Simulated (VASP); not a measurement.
# WS2 in VASP: single point with PBEsol

Aim: the single point of WS2 with PBEsol.

Program: VASP 6.6.1. These are calculated values, not measurements. Logs are shortened: lines on timing, memory, paths and dates and some standing lists are left out, and cuts for length are marked.

### 1 The cell of the first run

The cell holds a sheet with vacuum, 3 atoms: a = 3.121 Å, b = 3.121 Å, c = 30.084 Å, α = 90.00°, β = 90.00°, γ = 120.00°.

### 2 Single point, PBEsol

INCAR

```
SYSTEM = WS2
  PREC = Accurate
  ENCUT = 520
  EDIFF = 1E-6
  ISMEAR = 0
  SIGMA = 0.02
  LREAL = .False.
  LASPH = .True.
  NELM = 100
  ALGO = Normal
  ISIF = 2
  LWAVE = .False.
  LCHARG = .True.
  LDIPOL = .True.
  IDIPOL = 3
  DIPOL = 0.5 0.5 0.351
  GGA = PS
  LELF = .True.
  LVHAR = .True.
  LVACPOTAV = .True.
  NBANDS = 20
```

KPOINTS

```
regular mesh
0
Gamma
  12 12 1
  0 0 0
```

POSCAR

```
WS2
1.0
    3.1214700000      0.0000000000      0.0000000000
   -1.5607350000      2.7032723172      0.0000000000
    0.0000000000      0.0000000000     30.0839999998
S W
2 1
Direct
    0.6666666667      0.3333333333      0.2990033560
    0.6666666667      0.3333333333      0.4037622337
    0.3333333333      0.6666666667      0.3513827948
```

Potentials or basis: VASP PAW PBE potentials, release 64 (S, W_sv).

Started as:

```console
$ cat potpaw_PBE.64/S/POTCAR potpaw_PBE.64/W_sv/POTCAR > POTCAR
$ mpirun -np 1 vasp_std > vasp.out
```

OUTCAR:

```text
SYSTEM = WS2
   PREC = Accurate
   ENCUT = 520
   EDIFF = 1E-6
   ISMEAR = 0
   LREAL = .False.
   LASPH = .True.
   NELM = 100
   ISIF = 2
   GGA = PS

 ion  position               nearest neighbor table
   1  0.667  0.333  0.299-   3 2.39   3 2.39   3 2.39
   2  0.667  0.333  0.404-   3 2.39   3 2.39   3 2.39
   3  0.333  0.667  0.351-   1 2.39   1 2.39   1 2.39   2 2.39   2 2.39   2 2.39

  LATTYP: Found a hexagonal cell.
 ALAT       =     3.1214700000
 C/A-ratio  =     9.6377668213

  Lattice vectors:

 A1 = (   3.1214700000,   0.0000000000,   0.0000000000)
 A2 = (  -1.5607350000,   2.7032723172,   0.0000000000)
 A3 = (   0.0000000000,   0.0000000000,  30.0839999998)

Analysis of symmetry for initial positions (statically):
=====================================================================
 Subroutine PRICEL returns:
 Original cell was already a primitive cell.

 Routine SETGRP: Setting up the symmetry group for a
 hexagonal supercell.

 Subroutine GETGRP returns: Found 12 space group operations
 (whereof  6 operations were pure point group operations)
 out of a pool of 24 trial point group operations.

The static configuration has the point symmetry C_3v.
 The point group associated with its full space group is D_3h.

Analysis of symmetry for dynamics (positions and initial velocities):
=====================================================================
 Subroutine PRICEL returns:
 Original cell was already a primitive cell.

 Routine SETGRP: Setting up the symmetry group for a
 hexagonal supercell.

 Subroutine GETGRP returns: Found 12 space group operations
 (whereof  6 operations were pure point group operations)
 out of a pool of 24 trial point group operations.

The dynamic configuration has the point symmetry C_3v.
 The point group associated with its full space group is D_3h.

 Subroutine INISYM returns: Found 12 space group operations
 (whereof  6 operations are pure point group operations),
 and found     1 'primitive' translations

----------------------------------------------------------------------------------------

                                     Primitive cell

  volume of cell :     253.8543

  direct lattice vectors                    reciprocal lattice vectors
     3.121470000  0.000000000  0.000000000     0.320361881  0.184961018  0.000000000
    -1.560735000  2.703272317  0.000000000     0.000000000  0.369922036  0.000000000
     0.000000000  0.000000000 30.084000000     0.000000000  0.000000000  0.033240261

  length of vectors
     3.121470000  3.121470000 30.084000000     0.369922036  0.369922036  0.033240261

  position of ions in fractional coordinates (direct lattice)
     0.666666667  0.333333333  0.299003356
     0.666666667  0.333333333  0.403762234
     0.333333333  0.666666667  0.351382795

  ion indices of the primitive-cell ions
   primitive index   ion index
                 1           1
                 2           2
                 3           3

----------------------------------------------------------------------------------------

 KPOINTS: regular mesh

Automatic generation of k-mesh.
 Grid dimensions read from file:
 generate k-points for:   12   12    1

 Generating k-lattice:

  Cartesian coordinates                     Fractional coordinates (reciprocal lattice)
     0.026696823  0.015413418  0.000000000     0.083333333  0.000000000  0.000000000
     0.000000000  0.030826836  0.000000000     0.000000000  0.083333333  0.000000000
     0.000000000  0.000000000  0.033240261     0.000000000  0.000000000  1.000000000

  Length of vectors
     0.030826836  0.030826836  0.033240261

  Shift w.r.t. Gamma in fractional coordinates (k-lattice)
     0.000000000  0.000000000  0.000000000

 Subroutine IBZKPT returns following result:
 ===========================================

 Found     19 irreducible k-points:

 Following reciprocal coordinates:
            Coordinates               Weight
  0.000000  0.000000  0.000000      1.000000
  0.083333  0.000000  0.000000      6.000000
  0.166667  0.000000  0.000000      6.000000
  0.250000  0.000000  0.000000      6.000000
  0.333333  0.000000  0.000000      6.000000
  0.416667  0.000000  0.000000      6.000000
[... 11 lines left out ...]
  0.333333  0.250000  0.000000     12.000000
  0.333333  0.333333  0.000000      2.000000
   k-points           NKPTS =     19   k-points in BZ     NKDIM =     19   number of bands    NBANDS=     20
   number of dos      NEDOS =    301   number of ions     NIONS =      3
   total plane-waves  NPLWV = 129024
   dimension x,y,z NGX =    24 NGY =   24 NGZ =  224
   dimension x,y,z NGXF=    48 NGYF=   48 NGZF=  448
   ions per type =               2   1
   NGX,Y,Z   is equivalent  to a cutoff of  12.78, 12.78, 12.38 a.u.
   NGXF,Y,Z  is equivalent  to a cutoff of  25.56, 25.56, 24.76 a.u.
 SYSTEM =  WS2
   PREC   = accura    normal or accurate (medium, high low for compatibility)
   ISTART =      0    job   : 0-new  1-cont  2-samecut
   ICHARG =      2    charge: 1-file 2-atom 10-const
   ISPIN  =      1    spin polarized calculation?
   LNONCOLLINEAR =      F non collinear calculations
   LSORBIT =      F    spin-orbit coupling
   LASPH  =      T    aspherical Exc in radial PAW
   ENCUT  =  520.0 eV  38.22 Ry    6.18 a.u.   5.80  5.80 55.94*2*pi/ulx,y,z
   NELM   =    100;   NELMIN=  2; NELMDL= -5     # of ELM steps
   EDIFF  = 0.1E-05   stopping-criterion for ELM
   LREAL  =      F    real-space projection
   EDIFFG = 0.1E-04   stopping-criterion for IOM
   NSW    =      0    number of steps for IOM
   IBRION =     -1    ionic relax: 0-MD 1-quasi-New 2-CG
   NFREE  =      0    steps in history (QN), initial steepest desc. (CG)
   ISIF   =      2    stress and relaxation
   ISYM   =      2    0-nonsym 1-usesym 2-fastsym
   POTIM  = 0.5000    time-step for ionic-motion
   TEBEG  =    0.0;   TEEND  =   0.0 temperature during run
   PSTRESS=    0.0 pullay stress
   NELECT =      26.0000    total number of electrons
   NUPDOWN=      -1.0000    fix difference up-down
   EMIN   =  10.00;   EMAX   =-10.00  energy-range for DOS
   EFERMI =   0.00;   METHOD = LEGACY
   ISMEAR =     0;   SIGMA  =   0.02  broadening in eV -4-tet -1-fermi 0-gaus
   EFERMI_NEDOS =   21; number of points for ismear=-14 and -15
   IALGO  =     38    algorithm
   IMIX   =      4    mixing-type and parameters
     AMIX     =   0.40;   BMIX     =  1.00
     AMIX_MAG =   1.60;   BMIX_MAG =  1.00
  volume/ion in A,a.u.               =      84.62       571.03
  Fermi-wavevector in a.u.,A,eV,Ry     =   0.765957  1.447449  7.982405  0.586690
  Thomas-Fermi vector in A             =   1.866191
   LORBIT       =      0    0 simple, 1 ext, 2 COOP (PROOUT), +10 PAW based schemes
   GGA     = PS    functional components
   LHFCALC =     F    Hartree Fock is set to
   AEXX    =    0.0000 exact exchange contribution
   IVDW    =     0    specifies the selected vdW correction
   LEPSILON=     F    determine dielectric tensor
   LRPA    =     F    only Hartree local field effects (RPA)
 non-spin polarized calculation
 Gauss-broadening in eV      SIGMA  =   0.02
  energy-cutoff  :      520.00
  volume of cell :      253.85
 maximum number of plane-waves:      6886
 NGX is ok and might be reduce to    24
   NGX = 11   NGY = 11   NGZ =111

 dipolmoment           0.000000      0.000000     -0.000001 electrons x Angstroem

 number of electron      25.9999997 magnetization

 dipolmoment           0.000000      0.000000      0.000002 electrons x Angstroem

 Free energy of the ion-electron system (eV)
  ---------------------------------------------------
  ext. energy  EPLUGINS =         0.00000000
  ---------------------------------------------------
  free energy    TOTEN  =       -25.24146114 eV

  energy without entropy =      -25.24146114  energy(sigma->0) =      -25.24146114

 E-fermi :  -2.8844     XC(G=0):  -2.6382

 val. band max:       -3.0694404264   @ k =   0.3333   0.3333   0.0000
 cond. band min:      -1.0934785474   @ k =   0.1667   0.1667   0.0000
 fundamental gap:      1.9759618790
 Fermi energy:        -2.8844444905

 k-point     1 :       0.0000    0.0000    0.0000
  band No.  band energies     occupation
      1     -76.9499      2.00000
      2     -41.2484      2.00000
      3     -41.0235      2.00000
      4     -41.0235      2.00000
      5     -18.0396      2.00000
      6     -16.3565      2.00000
[... 12 lines left out ...]
     19       2.2989      0.00000
     20       2.5992      0.00000

 k-point     2 :       0.0833    0.0000    0.0000
  band No.  band energies     occupation
      1     -76.9483      2.00000
      2     -41.2432      2.00000
      3     -41.0519      2.00000
      4     -41.0300      2.00000
      5     -17.9149      2.00000
      6     -16.3093      2.00000
[... 12 lines left out ...]
     19       2.4429      0.00000
     20       2.7972      0.00000

 k-point     3 :       0.1667    0.0000    0.0000
  band No.  band energies     occupation
      1     -76.9443      2.00000
      2     -41.2292      2.00000
      3     -41.1286      2.00000
      4     -41.0478      2.00000
      5     -17.5592      2.00000
      6     -16.1750      2.00000
[... 12 lines left out ...]
     19       2.8622      0.00000
     20       3.2394      0.00000

 k-point     4 :       0.2500    0.0000    0.0000
  band No.  band energies     occupation
      1     -76.9387      2.00000
      2     -41.2320      2.00000
      3     -41.2099      2.00000
      4     -41.0721      2.00000
      5     -17.0280      2.00000
      6     -15.9766      2.00000
[... 314 lines left out ...]
 k-point    18 :       0.3333    0.2500    0.0000
  band No.  band energies     occupation
      1     -76.9255      2.00000
      2     -41.3628      2.00000
      3     -41.2400      2.00000
      4     -41.1640      2.00000
      5     -15.4284      2.00000
      6     -15.3612      2.00000
[... 12 lines left out ...]
     19       4.8036      0.00000
     20       6.1325      0.00000

 k-point    19 :       0.3333    0.3333    0.0000
  band No.  band energies     occupation
      1     -76.9247      2.00000
      2     -41.3297      2.00000
      3     -41.2903      2.00000
      4     -41.1614      2.00000
      5     -15.3215      2.00000
      6     -15.3113      2.00000
[... 12 lines left out ...]
     19       4.2034      0.00000
     20       6.3087      0.00000

------------------------ aborting loop because EDIFF is reached ----------------------------------------

  FORCE on cell =-STRESS in cart. coord.  units (eV):
  Direction    XX          YY          ZZ          XY          YZ          ZX
  --------------------------------------------------------------------------------------
  -------------------------------------------------------------------------------------
  Total        0.8212228      0.8212228      0.0436032      0.0000000      0.0000000      0.0000000
  in kB        5.1830696      5.1830696      0.2751972      0.0000000      0.0000000      0.0000000
  external PRESSURE =       3.5471121 kB  Pullay stress =       0.0000000 kB

 VOLUME and BASIS-vectors are now :
 -----------------------------------------------------------------------------
  energy-cutoff  :      520.00
  volume of cell :      253.85
      direct lattice vectors                 reciprocal lattice vectors
     3.121470000  0.000000000  0.000000000     0.320361881  0.184961018  0.000000000
    -1.560735000  2.703272317  0.000000000     0.000000000  0.369922036  0.000000000
     0.000000000  0.000000000 30.084000000     0.000000000  0.000000000  0.033240261

 POSITION                                       TOTAL-FORCE (eV/Angst)
 -----------------------------------------------------------------------------------
      1.56074      0.90109      8.99522         0.000000     -0.000000     -0.022908
      1.56074      0.90109     12.14678         0.000000     -0.000000      0.022908
     -0.00000      1.80218     10.57100        -0.000000      0.000000      0.000000
 -----------------------------------------------------------------------------------
    total drift:                                0.000000     -0.000000     -0.000021

  FREE ENERGIE OF THE ION-ELECTRON SYSTEM (eV)
  ---------------------------------------------------
  free  energy   TOTEN  =       -25.2414611362 eV

  energy  without entropy=      -25.2414611362  energy(sigma->0) =      -25.24146114

 vacuum level on the upper side and lower side of the slab         2.603         2.603
```

Wall time 2.3 min (1 thread of Intel Xeon 6975P-C, shared host); peak memory 0.39 GiB.

What came out:

- Free energy: -25.2415 eV
- Largest force: 0.023 eV/Å
- Band gap on the k mesh: 1.98 eV, indirect (least direct gap 2.06 eV)

Forces on the atoms (eV/Å):
```
S    0.000  0.000 -0.023
S    0.000  0.000  0.023
W    0.000  0.000  0.000
```

Caveat: the PAW data sets were made with another functional, which shifts forces and pressure a little; spin-orbit coupling is left out, which moves the levels of the heavy elements.
